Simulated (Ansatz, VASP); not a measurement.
# One calculation of MgO, two programs

```xyz
2
Lattice="0.0000 2.1953 2.0197 2.1953 0.0000 2.0197 2.1953 2.1953 0.0000" Properties=species:S:1:pos:R:3 pbc="T T T"
Mg    0.0000    0.0000    0.0000
O     2.1953    2.1953    2.0197
```

Alike in both runs: task single point; functional r2SCAN; k mesh 10 × 10 × 10; occupations gaussian, width 0.05 eV; no spin polarisation.

```csv
,VASP,Ansatz
version,VASP 6.6.1,Ansatz 0.2.0
potentials or method,"VASP PAW PBE potentials, release 64 (Mg, O), cutoff 520 eV","scalar-relativistic, plane waves, PAW"
valence electrons in the cell,8,16
```

Ansatz gave:

| Quantity | Value |
| --- | --- |
| gap on the k mesh at the Fermi level (eV) | 5.12 |
| least direct gap on the mesh (eV) | 5.12 |
| pressure (GPa) | -4.9 |
| traceless stress, the component that is largest in VASP (GPa) | 10.98 |

What did VASP give for the same quantities?

gap on the k mesh at the Fermi level (eV): 5.09; least direct gap on the mesh (eV): 5.09; pressure (GPa): -5.9; traceless stress, the component that is largest in VASP (GPa): 10.94.

VASP's potentials were made for PBE, not for r2SCAN. VASP's potentials hold 8 valence electrons a cell and Ansatz's 16, so a difference there can come from the potentials and not from the codes.
